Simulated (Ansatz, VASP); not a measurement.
Two plane-wave programs on HfC

```
Hf C
1.0
     0.06975    2.35988    2.35988
     2.35988    0.06975    2.35988
     2.35988    2.35988    0.06975
Hf C
1 1
Direct
  0.50000 0.50000 0.50000
  0.00000 0.00000 0.00000
```

Change from the starting cell: equal xy, yz and zx shear strains of +3 %, PAW files.

Alike in both runs: task electric field gradients; functional PBE; k mesh 15 × 15 × 15; occupations fermi-dirac, width 0.05 eV; no spin polarisation.

```csv
,VASP,Ansatz
version,VASP 6.6.1,Ansatz 0.2.0
potentials or method,"VASP PAW PBE potentials, release 64 (Hf_pv, C)","PAW with Ansatz's default frozen-core files, scalar-relativistic"
plane-wave cutoff (eV),520,420
valence electrons in the cell,14,30
```

|  | VASP | Ansatz | Ansatz less VASP |
| --- | --- | --- | --- |
| pressure (GPa) | -0.3 | 0.4 | +0.65 |
| traceless stress, the component that is largest in VASP (GPa) | -5.33 | -5.31 | +0.015 |
| size of Vzz on the site where it differs most (V/Å²) | 4.1 | 6.6 | +2.47 |

With one functional, cell and mesh, what is left measures potentials, basis and numerics. VASP's potentials hold 14 valence electrons a cell and Ansatz's 30, so a difference there can come from the potentials and not from the codes.

Spin-orbit coupling is off throughout.
